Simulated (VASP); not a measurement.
# MoS2 (P-3m1) in VASP: further runs

The runs below take MoS2 through single point, with PBEsol.

All numbers are computed with VASP 6.6.1; they aren't measurements. Logs are shortened: lines on timing, memory, paths and dates and some standing lists are left out, and cuts for length are marked.

### Step 1. The cell of the first run

The structure is trigonal, space group P-3m1 (No. 164). The conventional cell has a = 3.227 Å, b = 3.227 Å, c = 6.312 Å, α = 90.00°, β = 90.00°, γ = 120.00°. Mo (site symmetry -3m) has 6 S at 2.42 Å within 3.2 Å. Within 3.2 Å of S (site symmetry 3m) lie 3 Mo at 2.42 Å.

### Step 2. Single point, PBEsol

Contents of INCAR:

```
PREC = Accurate
ENCUT = 520
EDIFF = 1E-6
ISMEAR = 1
SIGMA = 0.3
LREAL = F
LASPH = T
NELM = 80
ALGO = Normal
ISIF = 2
LWAVE = F
LCHARG = F
GGA = PS
NBANDS = 20
```

Contents of KPOINTS:

```
regular mesh
0
Gamma
  11 11 5
```

Contents of POSCAR:

```
MoS2
1.0
    3.2274645600      0.0000000000      0.0000000000
   -1.6137322800      2.7950663000      0.0000000000
    0.0000000000      0.0000000000      6.3124734200
Mo S
1 2
Direct
    0.0000000000      0.0000000000      0.5000000000
    0.3333333333      0.6666666667      0.2553193200
    0.6666666667      0.3333333333      0.7446806800
```

Potentials or basis: VASP PAW PBE potentials, release 64 (Mo_sv, S).

Started as:

```bash
$ cat potpaw_PBE.64/Mo_sv/POTCAR potpaw_PBE.64/S/POTCAR > POTCAR
$ mpirun -np 1 vasp_std > vasp.out
```

OUTCAR:

```text
PREC = Accurate
   ENCUT = 520
   EDIFF = 1E-6
   ISMEAR = 1
   LREAL = F
   LASPH = T
   NELM = 80
   ISIF = 2
   GGA = PS

 ion  position               nearest neighbor table
   1  0.000  0.000  0.500-   2 2.42   3 2.42   3 2.42   2 2.42   3 2.42   2 2.42
   2  0.333  0.667  0.255-   1 2.42   1 2.42   1 2.42
   3  0.667  0.333  0.745-   1 2.42   1 2.42   1 2.42

  LATTYP: Found a hexagonal cell.
 ALAT       =     3.2274645600
 C/A-ratio  =     1.9558614208

  Lattice vectors:

 A1 = (   3.2274645600,   0.0000000000,   0.0000000000)
 A2 = (  -1.6137322800,   2.7950663000,   0.0000000000)
 A3 = (   0.0000000000,   0.0000000000,   6.3124734200)

Analysis of symmetry for initial positions (statically):
=====================================================================
 Subroutine PRICEL returns:
 Original cell was already a primitive cell.

 Routine SETGRP: Setting up the symmetry group for a
 hexagonal supercell.

 Subroutine GETGRP returns: Found 12 space group operations
 (whereof 12 operations were pure point group operations)
 out of a pool of 24 trial point group operations.

The static configuration has the point symmetry D_3d.

Analysis of symmetry for dynamics (positions and initial velocities):
=====================================================================
 Subroutine PRICEL returns:
 Original cell was already a primitive cell.

 Routine SETGRP: Setting up the symmetry group for a
 hexagonal supercell.

 Subroutine GETGRP returns: Found 12 space group operations
 (whereof 12 operations were pure point group operations)
 out of a pool of 24 trial point group operations.

The dynamic configuration has the point symmetry D_3d.

 Subroutine INISYM returns: Found 12 space group operations
 (whereof 12 operations are pure point group operations),
 and found     1 'primitive' translations

----------------------------------------------------------------------------------------

                                     Primitive cell

  volume of cell :      56.9447

  direct lattice vectors                    reciprocal lattice vectors
     3.227464560  0.000000000  0.000000000     0.309840738  0.178886633  0.000000000
    -1.613732280  2.795066300  0.000000000     0.000000000  0.357773266  0.000000000
     0.000000000  0.000000000  6.312473420     0.000000000  0.000000000  0.158416509

  length of vectors
     3.227464560  3.227464561  6.312473420     0.357773267  0.357773266  0.158416509

  position of ions in fractional coordinates (direct lattice)
     0.000000000  0.000000000  0.500000000
     0.333333333  0.666666667  0.255319320
     0.666666667  0.333333333  0.744680680

  ion indices of the primitive-cell ions
   primitive index   ion index
                 1           1
                 2           2
                 3           3

----------------------------------------------------------------------------------------

 KPOINTS: regular mesh

Automatic generation of k-mesh.
 Grid dimensions read from file:
 generate k-points for:   11   11    5

 Generating k-lattice:

  Cartesian coordinates                     Fractional coordinates (reciprocal lattice)
     0.028167340  0.016262421  0.000000000     0.090909091 -0.000000000  0.000000000
     0.000000000  0.032524842  0.000000000     0.000000000  0.090909091  0.000000000
     0.000000000  0.000000000  0.031683302     0.000000000  0.000000000  0.200000000

  Length of vectors
     0.032524842  0.032524842  0.031683302

  Shift w.r.t. Gamma in fractional coordinates (k-lattice)
     0.000000000  0.000000000  0.000000000

 Subroutine IBZKPT returns following result:
 ===========================================

 Found     68 irreducible k-points:

 Following reciprocal coordinates:
            Coordinates               Weight
  0.000000  0.000000  0.000000      1.000000
  0.090909  0.000000  0.000000      6.000000
  0.181818  0.000000  0.000000      6.000000
  0.272727  0.000000  0.000000      6.000000
  0.363636  0.000000  0.000000      6.000000
  0.454545 -0.000000  0.000000      6.000000
[... 16 lines left out ...]
  0.000000  0.272727  0.200000      6.000000
  0.363636  0.000000  0.200000      6.000000
 [... further k-points ...]
   k-points           NKPTS =     68   k-points in BZ     NKDIM =     68   number of bands    NBANDS=     20
   number of dos      NEDOS =    301   number of ions     NIONS =      3
   total plane-waves  NPLWV =  27648
   dimension x,y,z NGX =    24 NGY =   24 NGZ =   48
   dimension x,y,z NGXF=    48 NGYF=   48 NGZF=   96
   ions per type =               1   2
   NGX,Y,Z   is equivalent  to a cutoff of  12.36, 12.36, 12.64 a.u.
   NGXF,Y,Z  is equivalent  to a cutoff of  24.72, 24.72, 25.28 a.u.
 SYSTEM =  unknown system
   PREC   = accura    normal or accurate (medium, high low for compatibility)
   ISTART =      0    job   : 0-new  1-cont  2-samecut
   ICHARG =      2    charge: 1-file 2-atom 10-const
   ISPIN  =      1    spin polarized calculation?
   LNONCOLLINEAR =      F non collinear calculations
   LSORBIT =      F    spin-orbit coupling
   LASPH  =      T    aspherical Exc in radial PAW
   ENCUT  =  520.0 eV  38.22 Ry    6.18 a.u.   6.00  6.00 11.74*2*pi/ulx,y,z
   NELM   =     80;   NELMIN=  2; NELMDL= -5     # of ELM steps
   EDIFF  = 0.1E-05   stopping-criterion for ELM
   LREAL  =      F    real-space projection
   EDIFFG = 0.1E-04   stopping-criterion for IOM
   NSW    =      0    number of steps for IOM
   IBRION =     -1    ionic relax: 0-MD 1-quasi-New 2-CG
   NFREE  =      0    steps in history (QN), initial steepest desc. (CG)
   ISIF   =      2    stress and relaxation
   ISYM   =      2    0-nonsym 1-usesym 2-fastsym
   POTIM  = 0.5000    time-step for ionic-motion
   TEBEG  =    0.0;   TEEND  =   0.0 temperature during run
   PSTRESS=    0.0 pullay stress
   NELECT =      26.0000    total number of electrons
   NUPDOWN=      -1.0000    fix difference up-down
   EMIN   =  10.00;   EMAX   =-10.00  energy-range for DOS
   EFERMI =   0.00;   METHOD = LEGACY
   ISMEAR =     1;   SIGMA  =   0.30  broadening in eV -4-tet -1-fermi 0-gaus
   EFERMI_NEDOS =   21; number of points for ismear=-14 and -15
   IALGO  =     38    algorithm
   IMIX   =      4    mixing-type and parameters
     AMIX     =   0.40;   BMIX     =  1.00
     AMIX_MAG =   1.60;   BMIX_MAG =  1.00
  volume/ion in A,a.u.               =      18.98       128.09
  Fermi-wavevector in a.u.,A,eV,Ry     =   1.260612  2.382212 21.621610  1.589144
  Thomas-Fermi vector in A             =   2.394113
   LORBIT       =      0    0 simple, 1 ext, 2 COOP (PROOUT), +10 PAW based schemes
   GGA     = PS    functional components
   LHFCALC =     F    Hartree Fock is set to
   AEXX    =    0.0000 exact exchange contribution
   IVDW    =     0    specifies the selected vdW correction
   LEPSILON=     F    determine dielectric tensor
   LRPA    =     F    only Hartree local field effects (RPA)
 non-spin polarized calculation
 Methfessel and Paxton  Order N= 1 SIGMA  =   0.30
  energy-cutoff  :      520.00
  volume of cell :       56.94
 maximum number of plane-waves:      1557
   NGX = 13   NGY = 13   NGZ = 23

 number of electron      26.0000001 magnetization

 Free energy of the ion-electron system (eV)
  ---------------------------------------------------
  ext. energy  EPLUGINS =         0.00000000
  ---------------------------------------------------
  free energy    TOTEN  =       -22.56265263 eV

  energy without entropy =      -22.56651798  energy(sigma->0) =      -22.56394108

 E-fermi :   6.8703     XC(G=0): -10.6248

 val. band max:        6.8573387741   @ k =   0.1818   0.1818   0.4000
 cond. band min:       6.9224214440   @ k =   0.0909   0.0000   0.2000
 fundamental gap:      0.0650826699
 Fermi energy:         6.8702971265

 k-point     1 :       0.0000    0.0000    0.0000
  band No.  band energies     occupation
      1     -54.8581      2.00000
      2     -28.9209      2.00000
      3     -28.8909      2.00000
      4     -28.8909      2.00000
      5      -7.9861      2.00000
      6      -6.5227      2.00000
[... 12 lines left out ...]
     19      12.9041      0.00000
     20      16.3851      0.00000

 k-point     2 :       0.0909    0.0000    0.0000
  band No.  band energies     occupation
      1     -54.8556      2.00000
      2     -28.9177      2.00000
      3     -28.9156      2.00000
      4     -28.8970      2.00000
      5      -7.8606      2.00000
      6      -6.4961      2.00000
[... 12 lines left out ...]
     19      13.4660      0.00000
     20      15.9912      0.00000

 k-point     3 :       0.1818    0.0000    0.0000
  band No.  band energies     occupation
      1     -54.8488      2.00000
      2     -28.9884      2.00000
      3     -28.9133      2.00000
      4     -28.9017      2.00000
      5      -7.5063      2.00000
      6      -6.4217      2.00000
[... 12 lines left out ...]
     19      14.4075      0.00000
     20      15.7386      0.00000

 k-point     4 :       0.2727    0.0000    0.0000
  band No.  band energies     occupation
      1     -54.8400      2.00000
      2     -29.0800      2.00000
      3     -28.9346      2.00000
      4     -28.8833      2.00000
      5      -7.0011      2.00000
      6      -6.3042      2.00000
[... 12 lines left out ...]
     19      14.2016      0.00000
     20      14.8459      0.00000

 k-point     5 :       0.3636    0.0000    0.0000
  band No.  band energies     occupation
      1     -54.8319      2.00000
      2     -29.1629      2.00000
      3     -28.9540      2.00000
      4     -28.8664      2.00000
      5      -6.5533      2.00000
      6      -6.0833      2.00000
[... 12 lines left out ...]
     19      13.6585      0.00000
     20      14.6364      0.00000

 k-point     6 :       0.4545   -0.0000    0.0000
  band No.  band energies     occupation
      1     -54.8270      2.00000
      2     -29.2117      2.00000
      3     -28.9656      2.00000
      4     -28.8562      2.00000
      5      -6.3929      2.00000
      6      -5.7713      2.00000
[... 12 lines left out ...]
     19      13.5991      0.00000
     20      14.9097      0.00000

 k-point     7 :       0.0909    0.0909    0.0000
  band No.  band energies     occupation
      1     -54.8510      2.00000
      2     -28.9646      2.00000
      3     -28.9105      2.00000
      4     -28.9056      2.00000
      5      -7.6202      2.00000
      6      -6.4459      2.00000
[... 12 lines left out ...]
     19      14.3948      0.00000
     20      15.7465      0.00000
[... 277 lines left out ...]
 k-point    20 :       0.1818    0.0000    0.2000
  band No.  band energies     occupation
      1     -54.8488      2.00000
      2     -28.9884      2.00000
      3     -28.9133      2.00000
      4     -28.9017      2.00000
      5      -7.4605      2.00000
      6      -6.4882      2.00000
[... 12 lines left out ...]
     19      14.3460      0.00000
     20      15.2695      0.00000

 k-point    21 :       0.0000    0.1818    0.2000
  band No.  band energies     occupation
      1     -54.8489      2.00000
      2     -28.9884      2.00000
      3     -28.9133      2.00000
      4     -28.9017      2.00000
      5      -7.4476      2.00000
      6      -6.5088      2.00000
[... 12 lines left out ...]
     19      14.6723      0.00000
     20      16.0952      0.00000

 k-point    22 :       0.2727    0.0000    0.2000
  band No.  band energies     occupation
      1     -54.8400      2.00000
      2     -29.0800      2.00000
      3     -28.9346      2.00000
      4     -28.8833      2.00000
      5      -6.9873      2.00000
      6      -6.3173      2.00000
[... 12 lines left out ...]
     19      13.7881      0.00000
     20      15.6609      0.00000

 k-point    23 :       0.0000    0.2727    0.2000
  band No.  band energies     occupation
      1     -54.8400      2.00000
      2     -29.0800      2.00000
      3     -28.9346      2.00000
      4     -28.8833      2.00000
      5      -6.9286      2.00000
      6      -6.3968      2.00000
[... 12 lines left out ...]
     19      14.5811      0.00000
     20      14.9480      0.00000

 k-point    24 :       0.3636    0.0000    0.2000
  band No.  band energies     occupation
      1     -54.8319      2.00000
      2     -29.1629      2.00000
      3     -28.9540      2.00000
      4     -28.8664      2.00000
      5      -6.6011      2.00000
      6      -6.0177      2.00000
[... 12 lines left out ...]
     19      13.2568      0.00000
     20      15.9115      0.00000

 [... further k-points ...]

------------------------ aborting loop because EDIFF is reached ----------------------------------------

  FORCE on cell =-STRESS in cart. coord.  units (eV):
  Direction    XX          YY          ZZ          XY          YZ          ZX
  --------------------------------------------------------------------------------------
  -------------------------------------------------------------------------------------
  Total       -1.6221360     -1.6221360     -0.3537946     -0.0000000      0.0000000      0.0000000
  in kB      -45.6399006    -45.6399007     -9.9542519     -0.0000000      0.0000000      0.0000000
  external PRESSURE =     -33.7446844 kB  Pullay stress =       0.0000000 kB

 VOLUME and BASIS-vectors are now :
 -----------------------------------------------------------------------------
  energy-cutoff  :      520.00
  volume of cell :       56.94
      direct lattice vectors                 reciprocal lattice vectors
     3.227464560  0.000000000  0.000000000     0.309840738  0.178886633  0.000000000
    -1.613732280  2.795066300  0.000000000     0.000000000  0.357773266  0.000000000
     0.000000000  0.000000000  6.312473420     0.000000000  0.000000000  0.158416509

 POSITION                                       TOTAL-FORCE (eV/Angst)
 -----------------------------------------------------------------------------------
      0.00000      0.00000      3.15624        -0.000000      0.000000      0.000000
     -0.00000      1.86338      1.61170         0.000000      0.000000     -0.009945
      1.61373      0.93169      4.70078        -0.000000      0.000000      0.009945
 -----------------------------------------------------------------------------------
    total drift:                                0.000000     -0.000000      0.000000

  FREE ENERGIE OF THE ION-ELECTRON SYSTEM (eV)
  ---------------------------------------------------
  free  energy   TOTEN  =       -22.5626526267 eV

  energy  without entropy=      -22.5665179828  energy(sigma->0) =      -22.56394108
```

Wall time 53 s (1 thread of Intel Xeon Platinum 8375C at 2.90GHz (Ice Lake), shared host); peak memory 0.21 GiB.

What came out:

- Free energy: -22.5627 eV
- Pressure: -3.4 GPa
- Largest force: 0.010 eV/Å
- Band gap on the k mesh: zero (band 13 reaches 7.16 eV, above the bottom of band 14 at 6.47 eV)

Forces on the atoms (eV/Å):
```
Mo   0.000  0.000  0.000
S    0.000  0.000 -0.010
S    0.000  0.000  0.010
```

Stress tensor (GPa, compression positive):
```
-4.56  0.00  0.00
 0.00 -4.56  0.00
 0.00  0.00 -1.00
```

Levels at points of the mesh, in eV from the Fermi level:
```csv
k point,band 11,band 12,band 13,band 14,band 15,band 16
"(0.00, 0.00, 0.00)",-1.13,-1.00,-1.00,-0.33,-0.33,3.17
```

Caveat: the PAW data sets were made with another functional, which shifts forces and pressure a little; this functional lacks dispersion, which binds the layers, so the pressure and a relaxed spacing across them are unreliable.

(Part 1 of 3 ends here.)
